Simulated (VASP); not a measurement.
# SnO2 (P6_3/mmc) in VASP: a series of runs

SnO2 is run at these levels: PBE+D3(BJ); tasks: single point, relaxation of cell and atoms.

All numbers are computed with VASP 6.6.1; they aren't measurements. Logs are shortened: lines on timing, memory, paths and dates and some standing lists are left out, and cuts for length are marked.

### 1 The cell of the first run

The structure is hexagonal, space group P6_3/mmc (No. 194). Conventional cell: a = 3.211 Å, b = 3.211 Å, c = 10.333 Å, α = 90.00°, β = 90.00°, γ = 120.00°. Sn (site symmetry -3m) has 6 O at 2.11 Å within 2.8 Å. O (site symmetry 3m) has 3 Sn at 2.11 Å and 3 O at 2.75 Å within 2.8 Å.

### 2 Single point, PBE+D3(BJ)

Input file INCAR:

```
SYSTEM = SnO2
PREC     = Accurate       ! precision mode
ENCUT    = 520            ! plane-wave cutoff, eV
EDIFF    = 1E-6           ! SCF threshold, eV
ISMEAR   = 0              ! smearing method
SIGMA    = 0.02           ! smearing width, eV
LREAL    = .False.        ! projectors in reciprocal space
LASPH    = .True.         ! aspherical terms in the spheres
NELM     = 100            ! most SCF steps
ALGO     = Normal         ! electronic algorithm
ISIF     = 2              ! what is computed and relaxed
LWAVE    = .False.        ! write WAVECAR
LCHARG   = .False.        ! write CHGCAR
GGA      = PE             ! functional
IVDW     = 12             ! dispersion correction
NBANDS   = 35             ! bands
```

Input file KPOINTS:

```
Automatic mesh
0
Gamma
  9 9 4
  0 0 0
```

Input file POSCAR:

```
SnO2
1.0
    3.2111798003      0.0000000000      0.0000000000
   -1.6055899001      2.7809632832      0.0000000000
    0.0000000000      0.0000000000     10.3330631700
Sn O
2 4
Direct
    0.0000000000      0.0000000000      0.5000000000
    0.0000000000      0.0000000000      0.0000000000
    0.6666666667      0.3333333333      0.4017901367
    0.6666666667      0.3333333333      0.0982098633
    0.3333333333      0.6666666667      0.5982098633
    0.3333333333      0.6666666667      0.9017901367
```

Potentials or basis: VASP PAW PBE potentials, release 64 (Sn_d, O).

On the command line:

```bash
$ cat potpaw_PBE.64/Sn_d/POTCAR potpaw_PBE.64/O/POTCAR > POTCAR
$ mpirun -np 1 vasp_std > vasp.out
```

OUTCAR:

```text
SYSTEM = SnO2
   PREC = Accurate
   ENCUT = 520
   EDIFF = 1E-6
   ISMEAR = 0
   LREAL = .False.
   LASPH = .True.
   NELM = 100
   ISIF = 2
   GGA = PE
   IVDW = 12
 IVDW          = 12

 ion  position               nearest neighbor table
   1  0.000  0.000  0.500-   3 2.11   5 2.11   5 2.11   3 2.11   3 2.11   5 2.11
   2  0.000  0.000  0.000-   4 2.11   6 2.11   6 2.11   4 2.11   4 2.11   6 2.11
   3  0.667  0.333  0.402-   1 2.11   1 2.11   1 2.11
   4  0.667  0.333  0.098-   2 2.11   2 2.11   2 2.11
   5  0.333  0.667  0.598-   1 2.11   1 2.11   1 2.11
   6  0.333  0.667  0.902-   2 2.11   2 2.11   2 2.11

  LATTYP: Found a hexagonal cell.
 ALAT       =     3.2111798003
 C/A-ratio  =     3.2178401125

  Lattice vectors:

 A1 = (   3.2111798003,   0.0000000000,   0.0000000000)
 A2 = (  -1.6055899001,   2.7809632832,   0.0000000000)
 A3 = (   0.0000000000,   0.0000000000,  10.3330631700)

Analysis of symmetry for initial positions (statically):
=====================================================================
 Subroutine PRICEL returns:
 Original cell was already a primitive cell.

 Routine SETGRP: Setting up the symmetry group for a
 hexagonal supercell.

 Subroutine GETGRP returns: Found 24 space group operations
 (whereof 12 operations were pure point group operations)
 out of a pool of 24 trial point group operations.

The static configuration has the point symmetry D_3d.
 The point group associated with its full space group is D_6h.

Analysis of symmetry for dynamics (positions and initial velocities):
=====================================================================
 Subroutine PRICEL returns:
 Original cell was already a primitive cell.

 Routine SETGRP: Setting up the symmetry group for a
 hexagonal supercell.

 Subroutine GETGRP returns: Found 24 space group operations
 (whereof 12 operations were pure point group operations)
 out of a pool of 24 trial point group operations.

The dynamic configuration has the point symmetry D_3d.
 The point group associated with its full space group is D_6h.

 Subroutine INISYM returns: Found 24 space group operations
 (whereof 12 operations are pure point group operations),
 and found     1 'primitive' translations

----------------------------------------------------------------------------------------

                                     Primitive cell

  volume of cell :      92.2760

  direct lattice vectors                    reciprocal lattice vectors
[... 99 lines left out ...]
   IBRION =     -1    ionic relax: 0-MD 1-quasi-New 2-CG
   NFREE  =      0    steps in history (QN), initial steepest desc. (CG)
   ISIF   =      2    stress and relaxation
   ISYM   =      2    0-nonsym 1-usesym 2-fastsym
   POTIM  = 0.5000    time-step for ionic-motion
   TEBEG  =    0.0;   TEEND  =   0.0 temperature during run
   PSTRESS=    0.0 pullay stress
   NELECT =      52.0000    total number of electrons
   NUPDOWN=      -1.0000    fix difference up-down
   EMIN   =  10.00;   EMAX   =-10.00  energy-range for DOS
   EFERMI =   0.00;   METHOD = LEGACY
   ISMEAR =     0;   SIGMA  =   0.02  broadening in eV -4-tet -1-fermi 0-gaus
   EFERMI_NEDOS =   21; number of points for ismear=-14 and -15
   IALGO  =     38    algorithm
   IMIX   =      4    mixing-type and parameters
     AMIX     =   0.40;   BMIX     =  1.00
     AMIX_MAG =   1.60;   BMIX_MAG =  1.00
  volume/ion in A,a.u.               =      15.38       103.78
  Fermi-wavevector in a.u.,A,eV,Ry     =   1.352217  2.555319 24.878116  1.828490
  Thomas-Fermi vector in A             =   2.479574
   LORBIT       =      0    0 simple, 1 ext, 2 COOP (PROOUT), +10 PAW based schemes
   GGA     = PE    functional components
   LHFCALC =     F    Hartree Fock is set to
   AEXX    =    0.0000 exact exchange contribution
   IVDW    =    12    specifies the selected vdW correction
   LEPSILON=     F    determine dielectric tensor
   LRPA    =     F    only Hartree local field effects (RPA)
 non-spin polarized calculation
 Gauss-broadening in eV      SIGMA  =   0.02
  energy-cutoff  :      520.00
  volume of cell :       92.28
 maximum number of plane-waves:      2520
 NGX is ok and might be reduce to    24
   NGX = 11   NGY = 11   NGZ = 39

 number of electron      51.9999987 magnetization

 Free energy of the ion-electron system (eV)
  ---------------------------------------------------
  ext. energy  EPLUGINS =         0.00000000
  ---------------------------------------------------
  free energy    TOTEN  =       -36.30390784 eV

  energy without entropy =      -36.30390784  energy(sigma->0) =      -36.30390784

 E-fermi :   2.8971     XC(G=0):  -9.5238

 val. band max:        2.7333071351   @ k =   0.2222   0.2222   0.0000
 cond. band min:       4.7831143865   @ k =   0.0000   0.0000   0.0000
 fundamental gap:      2.0498072514
 Fermi energy:         2.8971372522

 k-point     1 :       0.0000    0.0000    0.0000
  band No.  band energies     occupation
      1     -17.3803      2.00000
      2     -17.3788      2.00000
      3     -17.1500      2.00000
      4     -17.1500      2.00000
      5     -17.1499      2.00000
      6     -17.1499      2.00000
[... 901 lines left out ...]
     34      12.9581      0.00000
     35      14.7244      0.00000

 [... further k-points ...]

------------------------ aborting loop because EDIFF is reached ----------------------------------------

 Edisp (eV)   -0.98770

 E8    (eV) :    -0.3866

  FORCE on cell =-STRESS in cart. coord.  units (eV):
  Direction    XX          YY          ZZ          XY          YZ          ZX
  --------------------------------------------------------------------------------------
  -------------------------------------------------------------------------------------
  Total       0.42536     0.42536     0.12333     0.00000    -0.00000     0.00000
  in kB       7.38555     7.38555     2.14131     0.00000    -0.00000     0.00000
  external pressure =        5.64 kB  Pullay stress =        0.00 kB

 VOLUME and BASIS-vectors are now :
 -----------------------------------------------------------------------------
  energy-cutoff  :      520.00
  volume of cell :       92.28
      direct lattice vectors                 reciprocal lattice vectors
     3.211179800  0.000000000  0.000000000     0.311412024  0.179793816  0.000000000
    -1.605589900  2.780963283  0.000000000     0.000000000  0.359587631  0.000000000
     0.000000000  0.000000000 10.333063170     0.000000000  0.000000000  0.096776724

 POSITION                                       TOTAL-FORCE (eV/Angst)
 -----------------------------------------------------------------------------------
      0.00000      0.00000      5.16653         0.000000      0.000000      0.000000
      0.00000      0.00000      0.00000        -0.000000      0.000000      0.000000
      1.60559      0.92699      4.15172         0.000000      0.000000     -0.054380
      1.60559      0.92699      1.01481        -0.000000      0.000000      0.054380
     -0.00000      1.85398      6.18134         0.000000     -0.000000      0.054380
     -0.00000      1.85398      9.31825         0.000000     -0.000000     -0.054380
 -----------------------------------------------------------------------------------
    total drift:                               -0.000000      0.000000      0.000000

  FREE ENERGIE OF THE ION-ELECTRON SYSTEM (eV)
  ---------------------------------------------------
  free  energy   TOTEN  =       -37.2916074285 eV

  energy  without entropy=      -37.2916074285  energy(sigma->0) =      -37.29160743
```

OSZICAR:

```text
N       E                     dE             d eps       ncg     rms          rms(c)
DAV:   1     0.643160706568E+03    0.64316E+03   -0.25673E+04  2766   0.214E+03
DAV:   2     0.622489020528E+02   -0.58091E+03   -0.54665E+03  2840   0.594E+02
DAV:   3    -0.368007304013E+02   -0.99050E+02   -0.97450E+02  2755   0.208E+02
DAV:   4    -0.421241809795E+02   -0.53235E+01   -0.52872E+01  3192   0.534E+01
DAV:   5    -0.422670263383E+02   -0.14285E+00   -0.14268E+00  3141   0.897E+00    0.152E+01
DAV:   6    -0.362452942249E+02    0.60217E+01   -0.17897E+01  3954   0.646E+01    0.624E+00
DAV:   7    -0.363408280370E+02   -0.95534E-01   -0.21791E+00  2710   0.847E+00    0.318E+00
DAV:   8    -0.363083803107E+02    0.32448E-01   -0.18242E-01  3823   0.381E+00    0.966E-01
DAV:   9    -0.363022938436E+02    0.60865E-02   -0.34614E-02  3975   0.267E+00    0.141E-01
DAV:  10    -0.363038433814E+02   -0.15495E-02   -0.59298E-03  3308   0.799E-01    0.752E-02
DAV:  11    -0.363038886762E+02   -0.45295E-04   -0.64881E-04  4007   0.303E-01    0.207E-02
DAV:  12    -0.363039102321E+02   -0.21556E-04   -0.68414E-05  2924   0.521E-02    0.161E-02
DAV:  13    -0.363039082253E+02    0.20068E-05   -0.87212E-06  3157   0.337E-02    0.240E-03
DAV:  14    -0.363039078389E+02    0.38639E-06   -0.99221E-07  1999   0.934E-03
   1 F= -.37291607E+02 E0= -.37291607E+02  d E =-.150858E-32
```

It took 76 s on 1 thread of Intel Xeon Platinum 8259CL at 2.50GHz (Skylake/Cascade Lake), shared host; peak memory 0.26 GiB.

Results:

```
Free energy                : -37.2916 eV
Pressure                   : 0.6 GPa
Largest force              : 0.054 eV/Å
Band gap on the k mesh     : 2.05 eV, indirect (least direct gap 2.43 eV)
Dispersion energy per atom : -0.165 eV
```

Forces in eV/Å, atoms in the order of the input:
```
Sn   0.000  0.000  0.000
Sn   0.000  0.000  0.000
O    0.000  0.000 -0.054
O    0.000  0.000  0.054
O    0.000  0.000  0.054
O    0.000  0.000 -0.054
```

Stress tensor (GPa, compression positive):
```
0.74 0.00 0.00
0.00 0.74 0.00
0.00 0.00 0.21
```

Levels at points of the mesh, in eV from the valence-band top:
| k point | band 22 | band 23 | band 24 | band 25 | band 26 | band 27 | band 28 | band 29 | band 30 | band 31 |
| --- | --- | --- | --- | --- | --- | --- | --- | --- | --- | --- |
| (0.00, 0.00, 0.00) | -0.97 | -0.97 | -0.93 | -0.93 | -0.38 | 2.05 | 2.93 | 5.38 | 5.83 | 10.57 |
| (0.00, 0.00, 0.50) | -0.95 | -0.95 | -0.95 | -0.81 | -0.81 | 2.51 | 2.51 | 5.61 | 5.61 | 10.70 |

Caveat: spin-orbit coupling is left out, which moves the levels of the heavy elements. A k mesh can miss the band edges.

### 3 Relaxation of cell and atoms, PBE+D3(BJ)

This run uses another cell than the first one, of 16.25 Å³/atom, 1.057 times its volume.

Input file INCAR:

```
SYSTEM = SnO2
PREC = Accurate
ENCUT = 600
EDIFF = 1E-7
ISMEAR = 0
SIGMA = 0.02
LREAL = .False.
LASPH = .True.
NELM = 100
ALGO = Normal
ISIF = 3
LWAVE = .False.
LCHARG = .False.
GGA = PE
IVDW = 12
IBRION = 2
NSW = 100
EDIFFG = -0.005
```

KPOINTS is that of step 2.

Input file POSCAR:

```
SnO2
1.0
    3.2305756168      0.0000000000      0.0000000000
   -1.6152878084      2.7977605530      0.0000000000
    0.0000000000      0.0000000000     10.7905620000
Sn O
2 4
Direct
    0.0000000000      0.0000000000      0.5000000000
    0.0000000000      0.0000000000      0.0000000000
    0.6666666700      0.3333333300      0.4058620000
    0.6666666700      0.3333333300      0.0941380000
    0.3333333300      0.6666666700      0.5941380000
    0.3333333300      0.6666666700      0.9058620000
```

Potentials or basis: VASP PAW PBE potentials, release 64 (Sn_d, O).

On the command line:

```bash
$ cat potpaw_PBE.64/Sn_d/POTCAR potpaw_PBE.64/O/POTCAR > POTCAR
$ mpirun -np 1 vasp_std > vasp.out
```

It took 25 min on 1 thread of Intel Xeon Platinum 8259CL at 2.50GHz (Skylake/Cascade Lake), shared host; peak memory 0.34 GiB.

The run converged. Its results:

| Property | Result |
| --- | --- |
| Free energy | -37.3113 eV |
| Relaxed volume | 15.26 Å³/atom |
| Relaxed cell | a = 3.214 Å, b = 3.214 Å, c = 10.233 Å, α = 90.00°, β = 90.00°, γ = 120.00° |
| Space group after relaxing (to 0.05 Å) | P6_3/mmc (No. 194) |
| Energy gained by relaxing | 4.0 meV/atom |
| Ionic steps | 16 |
| Pressure after relaxing | 0.0 GPa |
| Largest force after relaxing | 0.003 eV/Å |
| Band gap on the k mesh | 1.99 eV, indirect (least direct gap 2.35 eV) |
| Dispersion energy per atom | -0.166 eV |

Forces in eV/Å, atoms in the order of the input:
```
Sn   0.000  0.000  0.000
Sn   0.000  0.000  0.000
O    0.000  0.000  0.003
O    0.000  0.000 -0.003
O    0.000  0.000 -0.003
O    0.000  0.000  0.003
```

The path:
```
step  energy change (eV)  largest force (eV/Å)  pressure (GPa)  volume (Å³)
   1              0.0000                0.0457           -1.61        97.53
   2              0.0018                0.2432            1.76        95.24
   3             -0.0057                0.0862           -0.09        96.45
   4             -0.0074                0.0741           -0.08        96.18
   5             -0.0118                0.0372           -0.06        95.35
   6             -0.0173                0.0348            0.01        93.71
   7             -0.0129                0.1780            0.34        90.45
   8             -0.0185                0.0584            0.13        92.89
   9             -0.0202                0.0593           -0.01        92.70
  10             -0.0230                0.0622           -0.41        92.11
  11             -0.0231                0.0634           -0.50        91.97
  12             -0.0238                0.0062            0.10        91.40
  13             -0.0238                0.0054            0.00        91.50
  14             -0.0238                0.0065           -0.01        91.50
  15             -0.0238                0.0056           -0.01        91.52
  16             -0.0239                0.0032            0.00        91.56
```

Final structure:
```
CELL_PARAMETERS angstrom
3.21439 0.00000 0.00000
-1.60719 2.78374 0.00000
0.00000 0.00000 10.23252
ATOMIC_POSITIONS crystal
Sn 0.00000 0.00000 0.50000
Sn 0.00000 0.00000 0.00000
O 0.66667 0.33333 0.40066
O 0.66667 0.33333 0.09934
O 0.33333 0.66667 0.59934
O 0.33333 0.66667 0.90066
```

Levels at points of the mesh, in eV from the valence-band top:
```
           k point  band 23  band 24  band 25  band 26  band 27  band 28  band 29  band 30
(0.00, 0.00, 0.00)    -0.99    -0.95    -0.95    -0.36     1.99     2.92     5.33     5.80
(0.00, 0.00, 0.50)    -0.97    -0.97    -0.83    -0.83     2.47     2.47     5.57     5.57
```

Caveat: spin-orbit coupling is left out, which moves the levels of the heavy elements. A k mesh can miss the band edges.

(Part 1 of 2 ends here.)
